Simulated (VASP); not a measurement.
Wanted: the native input for a VASP 6.6.1 run.

```
Task                   : single point
Functional             : PBE
Potentials or basis    : VASP PAW PBE potentials, release 64 (As)
Cutoff                 : 500 eV
k mesh                 : 10 × 10 × 8
Occupations            : fermi-dirac, width 0.1 eV
Spin                   : no spin polarisation
Dipole correction      : no
Further INCAR settings : ALGO = Normal; EDIFF = 1e-06; NBANDS = 18
```

The structure of As lies in POSCAR:

```
As
1.0
    1.8019449031     -5.5498460620      0.0000000000
    1.8019449031      5.5498460620      0.0000000000
    0.0000000000      0.0000000000      4.5411251882
As
4
Direct
    0.1059894032      0.8940105968      0.9312775131
    0.6059894032      0.3940105968      0.5687224869
    0.8940105968      0.1059894032      0.0687224869
    0.3940105968      0.6059894032      0.4312775131
```

These files were run (other wordings do the same):

INCAR

```
PREC = Accurate ; ENCUT = 500
EDIFF = 1E-6 ; ISMEAR = -1
SIGMA = 0.1 ; LREAL = False
LASPH = True ; NELM = 120
ALGO = Normal ; ISIF = 2
LWAVE = False ; LCHARG = True
GGA = PE ; LELF = True
LVHAR = True ; NBANDS = 18
GGA_COMPAT = False
```

KPOINTS

```
Automatic mesh
0
Gamma
  10 10 8
```

Potentials or basis: VASP PAW PBE potentials, release 64 (As).

Launch:

```bash
$ cat potpaw_PBE.64/As/POTCAR > POTCAR
$ mpirun -np 1 vasp_std > vasp.out
```

Results of the run:

```json
{
 "Pressure": "6.2 GPa",
 "Largest force": "0.795 eV/Å"
}
```

Caveat: the cell stands under pressure.

Wall time 2.7 min on 1 thread of Intel(R) Xeon(R) Platinum 8559C (Emerald Rapids), on a shared host, peak memory 0.39 GiB.
